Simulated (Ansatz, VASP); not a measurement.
**ZnCu in VASP and in Ansatz**

Contents of POSCAR:

```
ZnCu
1.0
    2.9700000000      0.0000000000      0.0000000000
    0.0000000000      2.9700000000      0.0000000000
    0.0000000000      0.0000000000      2.9700000000
Cu Zn
1 1
Direct
    0.0116636418      0.0116636418      0.0116636418
    0.5000000000      0.5000000000      0.5000000000
```

File INCAR.step1:

```
SYSTEM = ZnCu
  PREC = Accurate
  ENCUT = 520
  EDIFF = 1E-5
  ISMEAR = -1
  SIGMA = 0.1
  LREAL = .False.
  LASPH = .True.
  NELM = 100
  ALGO = Normal
  ISIF = 2
  LWAVE = .True.
  LCHARG = .False.
  GGA = PE
  NBANDS = 18
```

Contents of INCAR.step2:

```
SYSTEM = ZnCu
  PREC = Accurate
  ENCUT = 520
  EDIFF = 1E-6
  ISMEAR = -1
  SIGMA = 0.1
  LREAL = .False.
  LASPH = .True.
  NELM = 100
  ALGO = Normal
  ISIF = 2
  LWAVE = .False.
  LCHARG = .False.
  GGA = PE
  LHFCALC = .True.
  HFSCREEN = 0.2079
  PRECFOCK = Normal
  ISTART = 1
  NBANDS = 18
```

Contents of KPOINTS:

```
Automatic mesh
0
Gamma
  4 4 4
  0 0 0
```

Input for Ansatz:

```yaml
crystal:
  lattice:
    - [2.97, 0.0, 0.0]
    - [0.0, 2.97, 0.0]
    - [0.0, 0.0, 2.97]
  atoms:
    - { symbol: Cu, position: [0.0116636418, 0.0116636418, 0.0116636418] }
    - { symbol: Zn, position: [0.5, 0.5, 0.5] }
kpoints:
  mp_grid: { grid: [4, 4, 4] }
hamiltonian:
  xc: hse06
  pseudopotentials: { kind: paw }
scf:
  occupations: { method: fermi_dirac, width: 0.1 }
output:
  forces: true
  stress: true
  eigenvalues: true
basis:
  ecutwfc: 480
```

Alike in both runs: task single point; functional HSE06; k mesh 4 × 4 × 4; occupations fermi-dirac, width 0.1 eV; no spin polarisation.

```csv
,VASP,Ansatz
version,VASP 6.6.1,Ansatz 0.2.0 development build
potentials or method,"VASP PAW PBE potentials, release 64 (Cu, Zn), cutoff 520 eV","plane waves, PAW datasets (generated soft set 1)"
valence electrons in the cell,23,31
```

VASP gave:

- rms of the force components (eV/Å): 0.143

Question: Which values does Ansatz return?

Answer: rms of the force components (eV/Å): 0.140.

Atom by atom the forces differ by 0.003 eV/Å (rms over components). The functional is the same, so the differences come from potentials, cutoffs and numerics. VASP's potentials hold 23 valence electrons a cell and Ansatz's 31, so a difference there can come from the potentials and not from the codes. Ansatz's warnings: filled band counts differ across k points, stress exchange threshold loose, stress scf threshold loose.

The k mesh is coarse, so the values compare programs but aren't converged.
